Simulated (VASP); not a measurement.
# MnO2 in VASP: further runs

The runs below take MnO2 through single point, with PBE+U.

Everything below comes from runs of VASP 6.6.1. Logs are shortened: lines on timing, memory, paths and dates and some standing lists are left out, and cuts for length are marked.

### Step 1. The cell of the first run

It takes space group P-3m1 (No. 164, trigonal). Conventional cell: a = 2.920 Å, b = 2.920 Å, c = 5.507 Å, α = 90.00°, β = 90.00°, γ = 120.00°. Mn (site symmetry -3m) has 6 O at 1.94 Å within 2.6 Å. Within 2.6 Å of O (site symmetry 3m) lie 3 Mn at 1.94 Å and 3 O at 2.54 Å.

### Step 2. Single point, PBE+U, collinear spin, ferromagnetic start

File INCAR:

```
SYSTEM = MnO2
ALGO = Normal
EDIFF = 1E-6
ENCUT = 520
GGA = PE
ISIF = 2
ISMEAR = 0
ISPIN = 2
LASPH = .True.
LCHARG = .False.
LDAU = .True.
LDAUJ = 0 0
LDAUL = 2 -1
LDAUPRINT = 1
LDAUTYPE = 2
LDAUU = 3.9 0
LMAXMIX = 4
LORBIT = 11
LREAL = .False.
LWAVE = .False.
MAGMOM = 3.15 0 0
NBANDS = 24
NELM = 150
PREC = Accurate
SIGMA = 0.05
```

File KPOINTS:

```
k-points
0
Gamma
  10 10 6
  0 0 0
```

File POSCAR:

```
MnO2
1.0
    2.9203003366      0.0000000000      0.0000000000
   -1.4601501683      2.5290542782      0.0000000000
    0.0000000000      0.0000000000      5.5070216066
Mn O
1 2
Direct
    0.0000000000      0.0000000000      0.0000000000
    0.3333333333      0.6666666667      0.1728657965
    0.6666666667      0.3333333333      0.8271342035
```

Potentials or basis: VASP PAW PBE potentials, release 64 (Mn_pv, O).

Run with:

```
$ cat potpaw_PBE.64/Mn_pv/POTCAR potpaw_PBE.64/O/POTCAR > POTCAR
$ mpirun -np 1 vasp_std > vasp.out
```

OUTCAR:

```text
SYSTEM = MnO2
   EDIFF = 1E-6
   ENCUT = 520
   GGA = PE
   ISIF = 2
   ISMEAR = 0
   ISPIN = 2
   LASPH = .True.
   LORBIT = 11
   LREAL = .False.
   NELM = 150
   PREC = Accurate

 ion  position               nearest neighbor table
   1  0.000  0.000  0.000-   2 1.94   3 1.94   3 1.94   2 1.94   3 1.94   2 1.94
   2  0.333  0.667  0.173-   1 1.94   1 1.94   1 1.94
   3  0.667  0.333  0.827-   1 1.94   1 1.94   1 1.94

  LATTYP: Found a hexagonal cell.
 ALAT       =     2.9203003366
 C/A-ratio  =     1.8857723425

  Lattice vectors:

 A1 = (   2.9203003366,   0.0000000000,   0.0000000000)
 A2 = (  -1.4601501683,   2.5290542782,   0.0000000000)
 A3 = (   0.0000000000,   0.0000000000,   5.5070216066)

Analysis of symmetry for initial positions (statically):
=====================================================================
 Subroutine PRICEL returns:
 Original cell was already a primitive cell.

 Routine SETGRP: Setting up the symmetry group for a
 hexagonal supercell.

 Subroutine GETGRP returns: Found 12 space group operations
 (whereof 12 operations were pure point group operations)
 out of a pool of 24 trial point group operations.

The static configuration has the point symmetry D_3d.

Analysis of symmetry for dynamics (positions and initial velocities):
=====================================================================
 Subroutine PRICEL returns:
 Original cell was already a primitive cell.

 Routine SETGRP: Setting up the symmetry group for a
 hexagonal supercell.

 Subroutine GETGRP returns: Found 12 space group operations
 (whereof 12 operations were pure point group operations)
 out of a pool of 24 trial point group operations.

The dynamic configuration has the point symmetry D_3d.

Analysis of structural, dynamic, and magnetic symmetry:
=====================================================================
 Subroutine PRICEL returns:
 Original cell was already a primitive cell.

 Routine SETGRP: Setting up the symmetry group for a
 hexagonal supercell.

 Subroutine GETGRP returns: Found 12 space group operations
 (whereof 12 operations were pure point group operations)
 out of a pool of 24 trial point group operations.

The overall configuration has the point symmetry D_3d.

 Subroutine INISYM returns: Found 12 space group operations
 (whereof 12 operations are pure point group operations),
 and found     1 'primitive' translations

----------------------------------------------------------------------------------------

                                     Primitive cell

  volume of cell :      40.6726

  direct lattice vectors                    reciprocal lattice vectors
     2.920300337  0.000000000  0.000000000     0.342430533  0.197702360  0.000000000
    -1.460150168  2.529054278  0.000000000     0.000000000  0.395404720  0.000000000
     0.000000000  0.000000000  5.507021607     0.000000000  0.000000000  0.181586359

  length of vectors
     2.920300337  2.920300337  5.507021607     0.395404721  0.395404720  0.181586359

  position of ions in fractional coordinates (direct lattice)
     0.000000000  0.000000000  0.000000000
     0.333333333  0.666666667  0.172865796
     0.666666667  0.333333333  0.827134204

  ion indices of the primitive-cell ions
   primitive index   ion index
                 1           1
                 2           2
                 3           3
[... 71 lines left out ...]
   NELM   =    150;   NELMIN=  2; NELMDL= -5     # of ELM steps
   EDIFF  = 0.1E-05   stopping-criterion for ELM
   LREAL  =      F    real-space projection
   EDIFFG = 0.1E-04   stopping-criterion for IOM
   NSW    =      0    number of steps for IOM
   IBRION =     -1    ionic relax: 0-MD 1-quasi-New 2-CG
   NFREE  =      0    steps in history (QN), initial steepest desc. (CG)
   ISIF   =      2    stress and relaxation
   ISYM   =      2    0-nonsym 1-usesym 2-fastsym
   POTIM  = 0.5000    time-step for ionic-motion
   TEBEG  =    0.0;   TEEND  =   0.0 temperature during run
   PSTRESS=    0.0 pullay stress
   NELECT =      25.0000    total number of electrons
   NUPDOWN=      -1.0000    fix difference up-down
   EMIN   =  10.00;   EMAX   =-10.00  energy-range for DOS
   EFERMI =   0.00;   METHOD = LEGACY
   ISMEAR =     0;   SIGMA  =   0.05  broadening in eV -4-tet -1-fermi 0-gaus
   EFERMI_NEDOS =   21; number of points for ismear=-14 and -15
   IALGO  =     38    algorithm
   IMIX   =      4    mixing-type and parameters
     AMIX     =   0.40;   BMIX     =  1.00
     AMIX_MAG =   1.60;   BMIX_MAG =  1.00
  volume/ion in A,a.u.               =      13.56        91.49
  Fermi-wavevector in a.u.,A,eV,Ry     =   1.391941  2.630386 26.361267  1.937498
  Thomas-Fermi vector in A             =   2.515731
   LORBIT       =     11    0 simple, 1 ext, 2 COOP (PROOUT), +10 PAW based schemes
 LDA+U is selected, type is set to LDAUTYPE =  2
   angular momentum for each species LDAUL =     2   -1
   U (eV)           for each species LDAUU =   3.9  0.0
   J (eV)           for each species LDAUJ =   0.0  0.0
   GGA     = PE    functional components
   LHFCALC =     F    Hartree Fock is set to
   AEXX    =    0.0000 exact exchange contribution
   IVDW    =     0    specifies the selected vdW correction
   LEPSILON=     F    determine dielectric tensor
   LRPA    =     F    only Hartree local field effects (RPA)
 spin polarized calculation
 Gauss-broadening in eV      SIGMA  =   0.05
  energy-cutoff  :      520.00
  volume of cell :       40.67
 maximum number of plane-waves:      1131
 NGX is ok and might be reduce to    24
   NGX = 11   NGY = 11   NGZ = 21

atom =   1  type =  1  l = 2

 onsite density matrix

spin component  1

  0.7899  0.0000  0.0000  0.1989 -0.0000
  0.0000  0.7337  0.0000 -0.0000  0.1989
  0.0000  0.0000  0.9610  0.0000  0.0000
  0.1989 -0.0000  0.0000  0.7337 -0.0000
 -0.0000  0.1989  0.0000 -0.0000  0.7899

spin component  2

  0.1841 -0.0000 -0.0000 -0.1167 -0.0000
 -0.0000  0.1997 -0.0000 -0.0000 -0.1167
 -0.0000 -0.0000  0.0733 -0.0000  0.0000
 -0.1167 -0.0000 -0.0000  0.1997  0.0000
 -0.0000 -0.1167  0.0000  0.0000  0.1841

 occupancies and eigenvectors

  o =  0.0733  v =  0.0000  0.0000  0.0000  0.0000  0.0000  0.0000 -0.0000  1.0000  0.0000 -0.0000      0.0000  0.0000  0.0000  0.0000  0.0000  0.0000  0.0000  0.0000  0.0000  0.0000
  o =  0.0749  v =  0.0000  0.0000  0.0000  0.0000  0.0000 -0.7304 -0.0000  0.0000 -0.6831 -0.0000      0.0000  0.0000  0.0000  0.0000  0.0000  0.0000  0.0000  0.0000  0.0000  0.0000
  o =  0.0749  v =  0.0000  0.0000  0.0000  0.0000  0.0000 -0.0000  0.6831  0.0000 -0.0000  0.7304      0.0000  0.0000  0.0000  0.0000  0.0000  0.0000  0.0000  0.0000  0.0000  0.0000
  o =  0.3089  v =  0.0000  0.0000  0.0000  0.0000  0.0000  0.6831 -0.0000  0.0000 -0.7304  0.0000      0.0000  0.0000  0.0000  0.0000  0.0000  0.0000  0.0000  0.0000  0.0000  0.0000
  o =  0.3089  v =  0.0000  0.0000  0.0000  0.0000  0.0000  0.0000  0.7304 -0.0000 -0.0000 -0.6831      0.0000  0.0000  0.0000  0.0000  0.0000  0.0000  0.0000  0.0000  0.0000  0.0000
  o =  0.5609  v = -0.6557  0.0000  0.0000  0.7550 -0.0000  0.0000  0.0000  0.0000  0.0000  0.0000      0.0000  0.0000  0.0000  0.0000  0.0000  0.0000  0.0000  0.0000  0.0000  0.0000
  o =  0.5609  v =  0.0000 -0.7550 -0.0000 -0.0000  0.6557  0.0000  0.0000  0.0000  0.0000  0.0000      0.0000  0.0000  0.0000  0.0000  0.0000  0.0000  0.0000  0.0000  0.0000  0.0000
  o =  0.9610  v =  0.0000  0.0000 -1.0000  0.0000  0.0000  0.0000  0.0000  0.0000  0.0000  0.0000      0.0000  0.0000  0.0000  0.0000  0.0000  0.0000  0.0000  0.0000  0.0000  0.0000
  o =  0.9627  v = -0.7550 -0.0000 -0.0000 -0.6557  0.0000  0.0000  0.0000  0.0000  0.0000  0.0000      0.0000  0.0000  0.0000  0.0000  0.0000  0.0000  0.0000  0.0000  0.0000  0.0000
  o =  0.9627  v =  0.0000  0.6557  0.0000 -0.0000  0.7550  0.0000  0.0000  0.0000  0.0000  0.0000      0.0000  0.0000  0.0000  0.0000  0.0000  0.0000  0.0000  0.0000  0.0000  0.0000

 number of electron      25.0000003 magnetization       3.0000612

 Free energy of the ion-electron system (eV)
  ---------------------------------------------------
  ext. energy  EPLUGINS =         0.00000000
  ---------------------------------------------------
  free energy    TOTEN  =       -21.25963223 eV

  energy without entropy =      -21.25963223  energy(sigma->0) =      -21.25963223

 E-fermi :   0.7419     XC(G=0):  -9.3145

 val. band max:        0.4026885107   @ k =   0.2000   0.1000   0.0000
 cond. band min:       2.2575559835   @ k =   0.0000   0.3000   0.3333
 fundamental gap:      1.8548674728
 Fermi energy:         0.7419121346

 spin component 1

 k-point     1 :       0.0000    0.0000    0.0000
  band No.  band energies     occupation
      1     -49.6133      1.00000
      2     -49.6133      1.00000
      3     -49.6131      1.00000
      4     -17.9365      1.00000
      5     -15.8272      1.00000
      6      -5.4478      1.00000
[... 1289 lines left out ...]
     23      21.8362      0.00000
     24      22.2602      0.00000

 [... further k-points ...]

------------------------ aborting loop because EDIFF is reached ----------------------------------------

  FORCE on cell =-STRESS in cart. coord.  units (eV):
  Direction    XX          YY          ZZ          XY          YZ          ZX
  --------------------------------------------------------------------------------------
  -------------------------------------------------------------------------------------
  Total        0.0841837      0.0841837      0.1325180     -0.0000000      0.0000000      0.0000000
  in kB        3.3161663      3.3161663      5.2201492     -0.0000000      0.0000000      0.0000000
  external PRESSURE =       3.9508272 kB  Pullay stress =       0.0000000 kB

 VOLUME and BASIS-vectors are now :
 -----------------------------------------------------------------------------
  energy-cutoff  :      520.00
  volume of cell :       40.67
      direct lattice vectors                 reciprocal lattice vectors
     2.920300337  0.000000000  0.000000000     0.342430533  0.197702360  0.000000000
    -1.460150168  2.529054278  0.000000000     0.000000000  0.395404720  0.000000000
     0.000000000  0.000000000  5.507021607     0.000000000  0.000000000  0.181586359

 POSITION                                       TOTAL-FORCE (eV/Angst)
 -----------------------------------------------------------------------------------
      0.00000      0.00000      0.00000         0.000000      0.000000      0.000000
     -0.00000      1.68604      0.95198        -0.000000     -0.000000      0.085793
      1.46015      0.84302      4.55505         0.000000      0.000000     -0.085793
 -----------------------------------------------------------------------------------
    total drift:                                0.000000     -0.000000     -0.000000

  FREE ENERGIE OF THE ION-ELECTRON SYSTEM (eV)
  ---------------------------------------------------
  free  energy   TOTEN  =       -21.2596322346 eV

  energy  without entropy=      -21.2596322346  energy(sigma->0) =      -21.25963223

 total charge

# of ion       s       p       d       tot
------------------------------------------
    1        0.342   6.434   4.819  11.595
    2        1.582   3.402   0.000   4.984
    3        1.582   3.402   0.000   4.984
--------------------------------------------------
tot          3.505  13.239   4.819  21.562

 magnetization (x)

# of ion       s       p       d       tot
------------------------------------------
    1        0.032   0.042   3.164   3.238
    2        0.002  -0.129   0.000  -0.127
    3        0.002  -0.129   0.000  -0.127
--------------------------------------------------
tot          0.036  -0.216   3.164   2.984
```

Run time: 90 s. Hardware: 1 thread of AMD EPYC 9R45 (Zen 5), shared host; peak memory 0.21 GiB.

What came out:

```yaml
Free_energy: -21.2596 eV
Pressure: 0.4 GPa
Largest_force: 0.086 eV/Å
Band_gap_on_the_k_mesh: 1.85 eV (least direct gap 2.03 eV)
Net_moment: 3.00 μB per cell
Site_moments: Mn +3.24; O -0.13 μB
Valence_electrons_inside_the_program's_atomic_spheres: Mn 11.60; O 4.98
```

Forces on the atoms (eV/Å):
```
Mn   0.000  0.000  0.000
O    0.000  0.000  0.086
O    0.000  0.000 -0.086
```

Eigenvalues of the final occupation matrices:
| site | spin | trace | eigenvalues |
| --- | --- | --- | --- |
| site 1 d | 1 | 4.01 | 0.56 0.56 0.96 0.96 0.96 |
| site 1 d | 2 | 0.84 | 0.07 0.07 0.07 0.31 0.31 |

Caveat: a cell with one magnetic atom can't hold antiferromagnetic order, which such compounds often take. The state reached can hang on the start; a lower one may exist.

### Step 3. Single point, PBE+U, collinear spin, ferromagnetic start

File INCAR:

```
SYSTEM = MnO2
ALGO = Normal
EDIFF = 1E-6
ENCUT = 520
GGA = PE
ISIF = 2
ISMEAR = 0
ISPIN = 2
LASPH = .TRUE.
LCHARG = .FALSE.
LDAU = .TRUE.
LDAUJ = 0 0
LDAUL = 2 -1
LDAUPRINT = 1
LDAUTYPE = 2
LDAUU = 2 0
LMAXMIX = 4
LORBIT = 11
LREAL = .FALSE.
LWAVE = .FALSE.
MAGMOM = 3.15 0 0
NBANDS = 24
NELM = 150
PREC = Accurate
SIGMA = 0.05
```

File KPOINTS:

```
k-points
0
G
  10 10 6
  0 0 0
```

POSCAR is that of step 2.

Potentials or basis: VASP PAW PBE potentials, release 64 (Mn_pv, O).

Run with:

```
$ cat potpaw_PBE.64/Mn_pv/POTCAR potpaw_PBE.64/O/POTCAR > POTCAR
$ mpirun -np 1 vasp_std > vasp.out
```

Wall time 87 s (1 thread of AMD EPYC 9R45 (Zen 5), shared host); peak memory 0.22 GiB.

Results (log left out):

```yaml
Free_energy: -22.4727 eV
Pressure: -2.1 GPa
Largest_force: 0.071 eV/Å
Band_gap_on_the_k_mesh: 1.98 eV (least direct gap 2.21 eV)
Net_moment: 3.00 μB per cell
Site_moments: Mn +3.06; O -0.05 μB
Valence_electrons_inside_the_program's_atomic_spheres: Mn 11.61; O 4.98
```

Forces on the atoms (eV/Å):
```
Mn   0.000  0.000  0.000
O    0.000  0.000 -0.071
O    0.000  0.000  0.071
```

Stress tensor (GPa, compression positive):
```
-2.72  0.00  0.00
 0.00 -2.72  0.00
 0.00  0.00 -0.79
```

Levels at points of the mesh, in eV from the valence-band top:
Spin up:
| k point | band 10 | band 11 | band 12 | band 13 | band 14 | band 15 | band 16 | band 17 | band 18 | band 19 |
| --- | --- | --- | --- | --- | --- | --- | --- | --- | --- | --- |
| (0.00, 0.00, 0.00) | -2.68 | -0.66 | -0.57 | -0.57 | -0.28 | 3.25 | 3.25 | 7.05 | 10.55 | 12.46 |
| (0.50, 0.00, 0.00) | -2.27 | -2.04 | -1.95 | -1.20 | -1.03 | 2.43 | 3.09 | 11.92 | 12.73 | 13.96 |
| (0.00, 0.00, 0.50) | -2.68 | -1.08 | -0.58 | -0.58 | -0.13 | 3.25 | 3.25 | 8.67 | 8.94 | 12.11 |
| (0.50, 0.00, 0.50) | -2.27 | -2.03 | -1.95 | -1.08 | -1.06 | 2.42 | 3.08 | 11.49 | 12.78 | 13.62 |
Spin down:
| k point | band 7 | band 8 | band 9 | band 10 | band 11 | band 12 | band 13 | band 14 | band 15 | band 16 |
| --- | --- | --- | --- | --- | --- | --- | --- | --- | --- | --- |
| (0.00, 0.00, 0.00) | -3.99 | -3.98 | -0.68 | -0.68 | -0.68 | 2.25 | 2.25 | 3.66 | 4.85 | 4.85 |
| (0.50, 0.00, 0.00) | -3.55 | -3.20 | -2.06 | -2.06 | -1.19 | 2.43 | 2.90 | 3.16 | 4.27 | 4.79 |
| (0.00, 0.00, 0.50) | -3.98 | -3.75 | -1.11 | -0.68 | -0.68 | 2.25 | 2.25 | 3.70 | 4.86 | 4.86 |
| (0.50, 0.00, 0.50) | -3.61 | -3.21 | -2.05 | -2.04 | -1.05 | 2.43 | 2.90 | 3.15 | 4.25 | 4.78 |

Eigenvalues of the final occupation matrices:
```tsv
site	spin	trace	eigenvalues
site 1 d	1	3.93	0.53 0.53 0.96 0.96 0.96
site 1 d	2	0.94	0.09 0.09 0.09 0.33 0.33
```

Caveat: a cell with one magnetic atom can't hold antiferromagnetic order, which such compounds often take. A k mesh can miss the band edges.

[end of part 1 of 2]
